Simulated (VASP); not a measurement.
Input of a VASP 6.6.1 run:

Contents of INCAR:

```
PREC     = Accurate       # precision mode
ENCUT    = 520            # plane-wave cutoff, eV
EDIFF    = 1E-6           # SCF threshold, eV
ISMEAR   = 0              # smearing method
SIGMA    = 0.1            # smearing width, eV
LREAL    = F              # projectors in reciprocal space
LASPH    = T              # aspherical terms in the spheres
NELM     = 100            # most SCF steps
ALGO     = Normal         # electronic algorithm
ISIF     = 2              # what is computed and relaxed
LWAVE    = F              # write WAVECAR
LCHARG   = F              # write CHGCAR
GGA      = PE             # functional
NBANDS   = 93             # bands
```

Contents of KPOINTS:

```
Automatic mesh
0
Gamma
  4 4 2
```

The input POSCAR:

```
Ti3Ge8Mo
1.0
    2.6198289100     -4.4935005700      0.0000000000
    2.6198289100      4.4935005700      0.0000000000
    0.0000000000      0.0000000000      9.1342943900
Ti Ge Mo
3 8 1
Direct
    0.0000000000      0.5000000000      0.7500000000
    0.5000000000      0.0000000000      0.2500000000
    0.0000000000      0.0000000000      0.5000000000
    0.1673720400      0.3326279600      0.2500000000
    0.6673720400      0.8326279600      0.7500000000
    0.3326279600      0.6673720400      0.5000000000
    0.8326279600      0.1673720400      0.0000000000
    0.6673720400      0.3326279600      0.5000000000
    0.1673720400      0.8326279600      0.0000000000
    0.8326279600      0.6673720400      0.2500000000
    0.3326279600      0.1673720400      0.7500000000
    0.5000000000      0.5000000000      0.0000000000
```

Potentials or basis: VASP PAW PBE potentials, release 64 (Ti_sv, Ge_d, Mo_sv).

Run with:

```console
$ cat potpaw_PBE.64/Ti_sv/POTCAR potpaw_PBE.64/Ge_d/POTCAR potpaw_PBE.64/Mo_sv/POTCAR > POTCAR
$ mpirun -np 1 vasp_std > vasp.out
```

Question: Estimate the largest force.

Answer: 0.178 eV/Å.

Question: Estimate the band gap on the k mesh.

Answer: Zero (bands 81 and 82 overlap by 1.27 eV).

Stress tensor (GPa, compression positive):
```
 -9.80   0.00   0.00
  0.00  -9.62   0.00
  0.00   0.00 -12.76
```

Caveat: the cell stands under tension.
